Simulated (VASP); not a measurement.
Set up this calculation in VASP 6.6.1, as the native input.

```
Task                   : single point
Functional             : PBEsol
Potentials or basis    : VASP PAW PBE potentials, release 64 (Mg, F)
Cutoff                 : 600 eV
k mesh                 : 7 × 7 × 10
Occupations            : fermi-dirac, width 0.08 eV
Spin                   : no spin polarisation
Dipole correction      : no
Further INCAR settings : ALGO = Normal; EDIFF = 1e-06; NBANDS = 25
```

The structure of MgF2 (rutile type) lies in POSCAR:

```
MgF2
1.0
    4.1337639429      0.0000000000      0.0000000000
    0.0000000000      4.1337639429      0.0000000000
    0.0000000000      0.0000000000      2.7771954660
Mg F
2 4
Direct
    0.0000000000      0.0000000000      0.0000000000
    0.5000000000      0.5000000000      0.5000000000
    0.3006956316      0.3006956316      0.0000000000
    0.6993043684      0.6993043684      0.0000000000
    0.8006956316      0.1993043684      0.5000000000
    0.1993043684      0.8006956316      0.5000000000
```

One way to write it, as run:

INCAR

```
SYSTEM = MgF2
ALGO = Normal
EDIFF = 1E-6
ENCUT = 600
GGA = PS
GGA_COMPAT = .False.
ISIF = 2
ISMEAR = -1
LASPH = .True.
LCHARG = .True.
LELF = .True.
LREAL = .False.
LVHAR = .True.
LWAVE = .False.
NBANDS = 25
NELM = 120
PREC = Accurate
SIGMA = 0.08
```

KPOINTS

```
k-points
0
Gamma
  7 7 10
  0 0 0
```

Potentials or basis: VASP PAW PBE potentials, release 64 (Mg, F).

Launch:

```console
$ cat potpaw_PBE.64/Mg/POTCAR potpaw_PBE.64/F/POTCAR > POTCAR
$ mpirun -np 1 vasp_std > vasp.out
```

It gave:

```yaml
Pressure: 66.3 GPa
Largest_force: 0.020 eV/Å
Band_gap_on_the_k_mesh: 9.35 eV
```

Caveat: the cell stands under pressure; the PAW data sets were made with another functional, which shifts forces and pressure a little; an odd mesh through Γ misses points on the zone boundary, where band edges can lie.

It took 38 s on 1 thread of AMD EPYC 9R45 96-Core Processor (Zen 5), on a shared host, peak memory 0.19 GiB.
